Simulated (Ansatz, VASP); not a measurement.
## Two plane-wave programs on Cu3O2

INCAR

```
PREC = Accurate
ENCUT = 520
EDIFF = 1E-6
ISMEAR = 0
SIGMA = 0.15
LREAL = F
LASPH = T
NELM = 80
ALGO = Normal
ISIF = 2
LWAVE = F
LCHARG = T
GGA = PS
LELF = T
LVHAR = T
NBANDS = 30
```

The input KPOINTS:

```
regular mesh
0
Gamma
  16 16 16
```

File POSCAR:

```
Cu3O2
1.0
   -2.0045329096      1.9648391886      3.6304514900
    2.0045329096     -1.9648391886      3.6304514900
    2.0045329096      1.9648391886     -3.6304514900
Cu O
3 2
Direct
    0.2500000000      0.7500000000      0.5000000000
    0.7500000000      0.2500000000      0.5000000000
    0.0000000000      0.0000000000      0.0000000000
    0.0000000000      0.5000000000      0.5000000000
    0.5000000000      0.0000000000      0.5000000000
```

Input for Ansatz:

```yaml
crystal:
  lattice:
    - [-2.0045329096, 1.9648391886, 3.63045149]
    - [2.0045329096, -1.9648391886, 3.63045149]
    - [2.0045329096, 1.9648391886, -3.63045149]
  atoms:
    - { symbol: Cu, position: [0.25, 0.75, 0.5] }
    - { symbol: Cu, position: [0.75, 0.25, 0.5] }
    - { symbol: Cu, position: [0.0, 0.0, 0.0] }
    - { symbol: O, position: [0.0, 0.5, 0.5] }
    - { symbol: O, position: [0.5, 0.0, 0.5] }
basis:
  ecutwfc: 420
kpoints:
  mp_grid: { grid: [16, 16, 16] }
hamiltonian:
  xc: pbesol
scf:
  occupations: { method: gaussian, width: 0.15 }
output:
  forces: true
  stress: true
  eigenvalues: true
```

Change from the starting cell: strain +0.0100 x Voigt [1, -1, 0, 0, 0, 0], atoms carried along.

Alike in both runs: task single point; functional PBEsol; k mesh 16 × 16 × 16; occupations gaussian, width 0.15 eV; no spin polarisation.

|  | VASP | Ansatz |
| --- | --- | --- |
| version | VASP 6.6.1 | Ansatz 0.2.0 |
| potentials or method | VASP PAW PBE potentials, release 64 (Cu, O), cutoff 520 eV | scalar-relativistic, plane waves, PAW |
| valence electrons in the cell | 45 | 69 |

Ansatz gave:

```
gap on the k mesh at the Fermi level (eV)                     : none
pressure (GPa)                                                : 0.1
traceless stress, the component that is largest in VASP (GPa) : -0.81
rms of the force components (eV/Å)                            : 0.037
```

**Question.** Estimate VASP's values.

**Answer.** gap on the k mesh at the Fermi level (eV): none; pressure (GPa): 1.0; traceless stress, the component that is largest in VASP (GPa): -1.27; rms of the force components (eV/Å): 0.037.

VASP's potentials were made for PBE, not for PBEsol. Atom by atom the forces differ by 0.000 eV/Å (rms over components). A gap of «none» marks a metal or a gap that the smearing closes. VASP's potentials hold 45 valence electrons a cell and Ansatz's 69, so a difference there can come from the potentials and not from the codes.
